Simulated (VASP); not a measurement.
# HfN: single point with PBEsol

Crystal: HfN.

```
Hf N
1.0
     0.00000    2.21382    2.25900
     2.21382    0.00000    2.25900
     2.21382    2.21382    0.00000
Hf N
1 1
Direct
  0.00000 0.00000 0.00000
  0.50000 0.50000 0.50000
```

This cell differs from its parent crystal: equal xx and yy strain of -2 %.

```json
{
  "Program": "VASP 6.6.1",
  "Task": "single point",
  "Functional": "PBEsol",
  "Potentials or basis": "VASP PAW PBE potentials, release 64 (Hf_pv, N)",
  "Cutoff": "600 eV",
  "k mesh": "10 × 10 × 10",
  "Occupations": "fermi-dirac, width 0.01 eV",
  "Spin": "no spin polarisation"
}
```

```yaml
Pressure: 6.9 GPa
```

Stress tensor (GPa, compression positive):
```
10.23  0.00  0.00
 0.00 10.23  0.00
 0.00  0.00  0.16
```

Levels at points of the mesh, in eV from the Fermi level:
| k point | band 6 | band 7 | band 8 | band 9 | band 10 | band 11 |
| --- | --- | --- | --- | --- | --- | --- |
| (0.00, 0.00, 0.00) | -3.03 | -3.03 | -0.59 | -0.35 | -0.35 | 1.59 |
| (0.50, 0.00, 0.00) | -6.44 | -6.42 | 3.45 | 3.82 | 3.98 | 4.58 |
| (0.50, 0.50, 0.00) | -4.03 | -3.65 | -3.65 | 4.28 | 5.83 | 5.83 |
| (0.50, 0.00, 0.50) | -4.08 | -3.80 | -3.69 | 4.24 | 5.68 | 5.99 |

Wall time 68 s on 1 thread of Intel Xeon 8259CL (shared host), peak memory 0.19 GiB.

Caveat: the cell differs from its parent crystal (equal xx and yy strain of -2 %); the PAW data sets were made with another functional, which shifts forces and pressure a little; spin-orbit coupling is left out, which moves the levels of the heavy elements.
